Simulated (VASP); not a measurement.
Here is a VASP 6.6.1 calculation.

The input INCAR:

```
SYSTEM = Pb2O
ALGO = Fast
EDIFF = 1E-6
EDIFFG = -0.008
ENCUT = 600
GGA = PS
IBRION = 2
ISIF = 3
ISMEAR = 0
LASPH = .TRUE.
LCHARG = .FALSE.
LREAL = .FALSE.
LWAVE = .FALSE.
NELM = 80
NSW = 70
PREC = Accurate
PSTRESS = 600.0
SIGMA = 0.1
```

The input KPOINTS:

```
k-points
0
G
  8 8 8
  0 0 0
```

File POSCAR:

```
Pb2O
1.0
    4.7528037003      0.0000000000      0.0000000000
    0.0000000000      4.7528037003      0.0000000000
    0.0000000000      0.0000000000      4.7528037003
Pb O
4 2
Direct
    0.2500000000      0.2500000000      0.2500000000
    0.7500000000      0.7500000000      0.2500000000
    0.2500000000      0.7500000000      0.7500000000
    0.7500000000      0.2500000000      0.7500000000
    0.0000000000      0.0000000000      0.0000000000
    0.5000000000      0.5000000000      0.5000000000
```

Potentials or basis: VASP PAW PBE potentials, release 64 (Pb_d, O).

Launch:

```bash
$ cat potpaw_PBE.64/Pb_d/POTCAR potpaw_PBE.64/O/POTCAR > POTCAR
$ mpirun -np 1 vasp_std > vasp.out
```

Question: Predict the relaxed cell.

Answer: a = 4.661 Å, b = 4.661 Å, c = 4.661 Å, α = 90.00°, β = 90.00°, γ = 90.00°.

Question: What does it give for the band gap on the k mesh?

Answer: Zero (bands 34 and 35 overlap by 1.25 eV).

Question: Estimate the relaxed volume.

Answer: 16.87 Å³/atom.

Step by step:
| step | energy change (eV) | largest force (eV/Å) | pressure (GPa) | volume (Å³) |
| --- | --- | --- | --- | --- |
| 1 | 0.0000 | 0.0000 | 45.54 | 107.36 |
| 2 | 11.6595 | 0.0000 | 130.70 | 84.17 |
| 3 | 1.8353 | 0.0000 | 58.93 | 101.70 |
| 4 | 1.9594 | 0.0000 | 59.75 | 101.36 |
| 5 | 2.0034 | 0.0000 | 60.03 | 101.24 |

Caveat: the cell is relaxed towards a set pressure, so the run minimises the enthalpy, not the energy; the PAW data sets were made with another functional, which shifts forces and pressure a little; spin-orbit coupling is left out, which moves the levels of the heavy elements.
